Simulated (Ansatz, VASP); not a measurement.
**AlSi2 in VASP and in Ansatz**

```
CELL_PARAMETERS angstrom
-1.67255 1.67255 4.10925
1.67255 -1.67255 4.10925
1.67255 1.67255 -4.10925
ATOMIC_POSITIONS crystal
Al 0.00000 0.00000 0.00000
Si 0.68085 0.68085 0.00000
Si 0.31915 0.31915 0.00000
```

Alike in both runs: functional PBE; k mesh 6 × 6 × 6; occupations gaussian, width 0.1 eV; no spin polarisation.

Ansatz relaxed the structure, and its values are those at the end. VASP's run is a single point on that final structure, the one shown.

|  | VASP | Ansatz |
| --- | --- | --- |
| version | VASP 6.6.1 | Ansatz 0.2.0 |
| potentials or method | VASP PAW PBE potentials, release 64 (Al, Si), cutoff 520 eV | scalar-relativistic, plane waves, PAW |
| valence electrons in the cell | 11 | 11 |

```csv
,VASP,Ansatz,Ansatz less VASP
gap on the k mesh at the Fermi level (eV),none,none,-
pressure (GPa),-0.1,0.0,+0.04
rms of the force components (eV/Å),0.005,0.006,+0.0011
```

A gap of «none» marks a metal or a gap that the smearing closes. With one functional, cell and mesh, what is left measures potentials, basis and numerics.

The k mesh is coarse, so the values compare programs but aren't converged.
